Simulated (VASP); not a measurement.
# BeTe (F-43m) in VASP: further runs

BeTe is run at these levels: r2SCAN; tasks: single point.

Everything below comes from runs of VASP 6.6.1. Logs are shortened: lines on timing, memory, paths and dates and some standing lists are left out, and cuts for length are marked.

### Step 1. The cell of the first run

Symmetry: F-43m, No. 216, cubic system. The conventional cell has a = 5.657 Å, b = 5.657 Å, c = 5.657 Å, α = 90.00°, β = 90.00°, γ = 90.00°. Be (site symmetry -43m) has 4 Te at 2.45 Å within 3.2 Å. Te (site symmetry -43m) has 4 Be at 2.45 Å within 3.2 Å.

### Step 2. Single point, r2SCAN

POSCAR

```
BeTe
1.0
    0.0000000000      2.8284754945      2.8284754945
    2.8284754945      0.0000000000      2.8284754945
    2.8284754945      2.8284754945      0.0000000000
Be Te
1 1
Direct
    0.0000000000      0.0000000000      0.0000000000
    0.7500000000      0.7500000000      0.7500000000
```

INCAR.step1

```
  ALGO = Normal
  EDIFF = 1E-4
  ENCUT = 520
  GGA = PE
  ISMEAR = 1
  LASPH = True
  LCHARG = False
  LREAL = False
  LWAVE = True
  NBANDS = 11
  NELM = 60
  PREC = Accurate
  SIGMA = 0.05
```

INCAR.step2

```
  ALGO = Normal
  EDIFF = 1E-7
  ENCUT = 520
  ISIF = 2
  ISMEAR = 1
  ISTART = 1
  LASPH = True
  LCHARG = True
  LELF = True
  LMIXTAU = True
  LREAL = False
  LVHAR = True
  LWAVE = False
  METAGGA = R2SCAN
  NBANDS = 11
  NELM = 60
  PREC = Accurate
  SIGMA = 0.05
```

KPOINTS

```
k-points
0
Gamma
  8 8 8
```

Potentials or basis: VASP PAW PBE potentials, release 64 (Be, Te).

Run with:

```sh
cat potpaw_PBE.64/Be/POTCAR potpaw_PBE.64/Te/POTCAR > POTCAR
cp INCAR.step1 INCAR
mpirun -np 1 vasp_std > vasp.out
cp INCAR.step2 INCAR
mpirun -np 1 vasp_std > vasp.out
```

OUTCAR:

```text
EDIFF = 1E-7
   ENCUT = 520
   ISIF = 2
   ISMEAR = 1
   ISTART = 1
   LASPH = True
   LREAL = False
   METAGGA = R2SCAN
   NELM = 60
   PREC = Accurate

 ion  position               nearest neighbor table
   1  0.000  0.000  0.000-   2 2.45   2 2.45   2 2.45   2 2.45
   2  0.750  0.750  0.750-   1 2.45   1 2.45   1 2.45   1 2.45

  LATTYP: Found a face centered cubic cell.
 ALAT       =     5.6569509890

  Lattice vectors:

 A1 = (   0.0000000000,   2.8284754945,   2.8284754945)
 A2 = (   2.8284754945,   0.0000000000,   2.8284754945)
 A3 = (   2.8284754945,   2.8284754945,   0.0000000000)

Analysis of symmetry for initial positions (statically):
=====================================================================
 Subroutine PRICEL returns:
 Original cell was already a primitive cell.

 Routine SETGRP: Setting up the symmetry group for a
 face centered cubic supercell.

 Subroutine GETGRP returns: Found 24 space group operations
 (whereof 24 operations were pure point group operations)
 out of a pool of 48 trial point group operations.

The static configuration has the point symmetry T_d .

Analysis of symmetry for dynamics (positions and initial velocities):
=====================================================================
 Subroutine PRICEL returns:
 Original cell was already a primitive cell.

 Routine SETGRP: Setting up the symmetry group for a
 face centered cubic supercell.

 Subroutine GETGRP returns: Found 24 space group operations
 (whereof 24 operations were pure point group operations)
 out of a pool of 48 trial point group operations.

The dynamic configuration has the point symmetry T_d .

 Subroutine INISYM returns: Found 24 space group operations
 (whereof 24 operations are pure point group operations),
 and found     1 'primitive' translations

----------------------------------------------------------------------------------------

                                     Primitive cell

  volume of cell :      45.2572

  direct lattice vectors                    reciprocal lattice vectors
     0.000000000  2.828475495  2.828475495    -0.176773672  0.176773672  0.176773672
     2.828475495  0.000000000  2.828475495     0.176773672 -0.176773672  0.176773672
     2.828475495  2.828475495  0.000000000     0.176773672  0.176773672 -0.176773672

  length of vectors
     4.000068405  4.000068405  4.000068405     0.306180982  0.306180982  0.306180982

  position of ions in fractional coordinates (direct lattice)
     0.000000000  0.000000000  0.000000000
     0.750000000  0.750000000  0.750000000

  ion indices of the primitive-cell ions
   primitive index   ion index
                 1           1
                 2           2

----------------------------------------------------------------------------------------

 KPOINTS: k-points

Automatic generation of k-mesh.
 Grid dimensions read from file:
 generate k-points for:    8    8    8

 Generating k-lattice:

  Cartesian coordinates                     Fractional coordinates (reciprocal lattice)
    -0.022096709  0.022096709  0.022096709     0.125000000  0.000000000  0.000000000
     0.022096709 -0.022096709  0.022096709     0.000000000  0.125000000  0.000000000
     0.022096709  0.022096709 -0.022096709     0.000000000  0.000000000  0.125000000

  Length of vectors
     0.038272623  0.038272623  0.038272623

  Shift w.r.t. Gamma in fractional coordinates (k-lattice)
     0.000000000  0.000000000  0.000000000

 Subroutine IBZKPT returns following result:
 ===========================================

 Found     29 irreducible k-points:

 Following reciprocal coordinates:
            Coordinates               Weight
  0.000000  0.000000  0.000000      1.000000
  0.125000  0.000000  0.000000      8.000000
  0.250000  0.000000  0.000000      8.000000
  0.375000  0.000000  0.000000      8.000000
  0.500000  0.000000  0.000000      4.000000
  0.125000  0.125000  0.000000      6.000000
[... 16 lines left out ...]
  0.500000  0.250000  0.125000     48.000000
 -0.375000  0.250000  0.125000     24.000000
 [... further k-points ...]
   k-points           NKPTS =     29   k-points in BZ     NKDIM =     29   number of bands    NBANDS=     11
   number of dos      NEDOS =    301   number of ions     NIONS =      2
   total plane-waves  NPLWV =  27000
   dimension x,y,z NGX =    30 NGY =   30 NGZ =   30
   dimension x,y,z NGXF=    60 NGYF=   60 NGZF=   60
   ions per type =               1   1
   NGX,Y,Z   is equivalent  to a cutoff of  12.47, 12.47, 12.47 a.u.
   NGXF,Y,Z  is equivalent  to a cutoff of  24.94, 24.94, 24.94 a.u.
 SYSTEM =  unknown system
   PREC   = accura    normal or accurate (medium, high low for compatibility)
   ISTART =      1    job   : 0-new  1-cont  2-samecut
   ICHARG =      0    charge: 1-file 2-atom 10-const
   ISPIN  =      1    spin polarized calculation?
   LNONCOLLINEAR =      F non collinear calculations
   LSORBIT =      F    spin-orbit coupling
   LASPH  =      T    aspherical Exc in radial PAW
   ENCUT  =  520.0 eV  38.22 Ry    6.18 a.u.   7.44  7.44  7.44*2*pi/ulx,y,z
   NELM   =     60;   NELMIN=  2; NELMDL=  0     # of ELM steps
   EDIFF  = 0.1E-06   stopping-criterion for ELM
   LREAL  =      F    real-space projection
   EDIFFG = 0.1E-05   stopping-criterion for IOM
   NSW    =      0    number of steps for IOM
   IBRION =     -1    ionic relax: 0-MD 1-quasi-New 2-CG
   NFREE  =      0    steps in history (QN), initial steepest desc. (CG)
   ISIF   =      2    stress and relaxation
   ISYM   =      2    0-nonsym 1-usesym 2-fastsym
   POTIM  = 0.5000    time-step for ionic-motion
   TEBEG  =    0.0;   TEEND  =   0.0 temperature during run
   PSTRESS=    0.0 pullay stress
   NELECT =       8.0000    total number of electrons
   NUPDOWN=      -1.0000    fix difference up-down
   EMIN   =  10.00;   EMAX   =-10.00  energy-range for DOS
   EFERMI =   0.00;   METHOD = LEGACY
   ISMEAR =     1;   SIGMA  =   0.05  broadening in eV -4-tet -1-fermi 0-gaus
   EFERMI_NEDOS =   21; number of points for ismear=-14 and -15
   IALGO  =     38    algorithm
   IMIX   =      4    mixing-type and parameters
     AMIX     =   0.40;   BMIX     =  1.00
     AMIX_MAG =   1.60;   BMIX_MAG =  1.00
  volume/ion in A,a.u.               =      22.63       152.71
  Fermi-wavevector in a.u.,A,eV,Ry     =   0.918775  1.736233 11.485319  0.844147
  Thomas-Fermi vector in A             =   2.043894
   LORBIT       =      0    0 simple, 1 ext, 2 COOP (PROOUT), +10 PAW based schemes
   METAGGA = R2SCAN    functional components
   LHFCALC =     F    Hartree Fock is set to
   AEXX    =    0.0000 exact exchange contribution
   IVDW    =     0    specifies the selected vdW correction
   LEPSILON=     F    determine dielectric tensor
   LRPA    =     F    only Hartree local field effects (RPA)
 non-spin polarized calculation
 Methfessel and Paxton  Order N= 1 SIGMA  =   0.05
  energy-cutoff  :      520.00
  volume of cell :       45.26
 maximum number of plane-waves:      1243
 NGX is ok and might be reduce to    30
   NGX = 15   NGY = 15   NGZ = 15

 number of electron       8.0000000 magnetization

 Free energy of the ion-electron system (eV)
  ---------------------------------------------------
  ext. energy  EPLUGINS =         0.00000000
  ---------------------------------------------------
  free energy    TOTEN  =       -30.68488973 eV

  energy without entropy =      -30.68490671  energy(sigma->0) =      -30.68489539

 E-fermi :   4.8306     XC(G=0):  -9.4234

 val. band max:        4.7884858157   @ k =   0.0000   0.0000   0.0000
 cond. band min:       7.1561667243   @ k =   0.5000   0.5000   0.0000
 fundamental gap:      2.3676809086
 Fermi energy:         4.8305796231

 k-point     1 :       0.0000    0.0000    0.0000
  band No.  band energies     occupation
      1      -7.9080      2.00000
      2       4.7885      2.00000
      3       4.7885      2.00000
      4       4.7885      2.00000
      5       8.8176      0.00000
      6       8.8176      0.00000
      7       8.8176      0.00000
      8       9.1941      0.00000
      9      13.8026      0.00000
     10      15.5086      0.00000
     11      15.5086      0.00000

 k-point     2 :       0.1250    0.0000    0.0000
  band No.  band energies     occupation
      1      -7.7535      2.00000
      2       3.4780      2.00000
      3       4.5546      2.00000
      4       4.5546      2.00000
      5       8.7984      0.00000
      6       9.1684      0.00000
      7       9.1684      0.00000
      8      10.4265      0.00000
      9      14.2638      0.00000
     10      14.6293      0.00000
     11      14.6293      0.00000

 k-point     3 :       0.2500    0.0000    0.0000
  band No.  band energies     occupation
      1      -7.3272      2.00000
      2       1.4185      2.00000
      3       4.1105      2.00000
      4       4.1105      2.00000
      5       8.5602      0.00000
      6       9.7139      0.00000
      7       9.7139      0.00000
      8      12.4330      0.00000
      9      14.3618      0.00000
     10      14.3618      0.00000
     11      14.5678      0.00000

 k-point     4 :       0.3750    0.0000    0.0000
  band No.  band energies     occupation
      1      -6.7839      2.00000
      2      -0.2252      2.00000
      3       3.7644      2.00000
      4       3.7644      2.00000
      5       8.3703      0.00000
      6       9.8459      0.00000
      7       9.8459      0.00000
      8      13.3064      0.00000
      9      15.2805      0.00000
     10      15.4765      0.00000
     11      15.4765      0.00000
[... 239 lines left out ...]
 k-point    22 :       0.3750    0.2500    0.1250
  band No.  band energies     occupation
      1      -6.9739      2.00000
      2       1.1510      2.00000
      3       2.5104      2.00000
      4       3.5518      2.00000
      5       8.8076      0.00000
      6      10.1185      0.00000
      7      10.6505      0.00000
      8      11.5941      0.00000
      9      14.4538      0.00000
     10      16.1630      0.00000
     11      16.6086      0.00000

 k-point    23 :       0.5000    0.2500    0.1250
  band No.  band energies     occupation
      1      -6.4904      2.00000
      2       0.0543      2.00000
      3       1.9578      2.00000
      4       3.0880      2.00000
      5       9.2724      0.00000
      6       9.9231      0.00000
      7      11.2251      0.00000
      8      12.2446      0.00000
      9      15.3440      0.00000
     10      15.7595      0.00000
     11      17.8163      0.00000

 k-point    24 :      -0.3750    0.2500    0.1250
  band No.  band energies     occupation
      1      -6.2462      2.00000
      2      -0.4613      2.00000
      3       1.8441      2.00000
      4       2.8605      2.00000
      5       9.4755      0.00000
      6       9.5743      0.00000
      7      12.0203      0.00000
      8      13.1739      0.00000
      9      13.8257      0.00000
     10      17.0697      0.00000
     11      17.4363      0.00000

 [... further k-points ...]

------------------------ aborting loop because EDIFF is reached ----------------------------------------

  FORCE on cell =-STRESS in cart. coord.  units (eV):
  Direction    XX          YY          ZZ          XY          YZ          ZX
  --------------------------------------------------------------------------------------
  -------------------------------------------------------------------------------------
  Total        0.0509365      0.0509365      0.0509365      0.0000000      0.0000000      0.0000000
  in kB        1.8032346      1.8032346      1.8032346      0.0000000      0.0000000      0.0000000
  external PRESSURE =       1.8032346 kB  Pullay stress =       0.0000000 kB

 VOLUME and BASIS-vectors are now :
 -----------------------------------------------------------------------------
  energy-cutoff  :      520.00
  volume of cell :       45.26
      direct lattice vectors                 reciprocal lattice vectors
     0.000000000  2.828475495  2.828475495    -0.176773672  0.176773672  0.176773672
     2.828475495  0.000000000  2.828475495     0.176773672 -0.176773672  0.176773672
     2.828475495  2.828475495  0.000000000     0.176773672  0.176773672 -0.176773672

 POSITION                                       TOTAL-FORCE (eV/Angst)
 -----------------------------------------------------------------------------------
      0.00000      0.00000      0.00000        -0.000000     -0.000000     -0.000000
      4.24271      4.24271      4.24271         0.000000      0.000000      0.000000
 -----------------------------------------------------------------------------------
    total drift:                               -0.000000     -0.000000     -0.000000

  FREE ENERGIE OF THE ION-ELECTRON SYSTEM (eV)
  ---------------------------------------------------
  free  energy   TOTEN  =       -30.6848897265 eV

  energy  without entropy=      -30.6849067125  energy(sigma->0) =      -30.68489539
```

It took 41 s on 1 thread of Intel Xeon Platinum 8488C (Sapphire Rapids), shared host; peak memory 0.17 GiB.

Results:

```
Free energy            : -30.6849 eV
Pressure               : 0.2 GPa
Band gap on the k mesh : 2.37 eV (least direct gap 4.03 eV)
```

Caveat: the PAW data sets were made with another functional, which shifts forces and pressure a little; spin-orbit coupling is left out, which moves the levels of the heavy elements.

(Continued in part 2 of 2.)
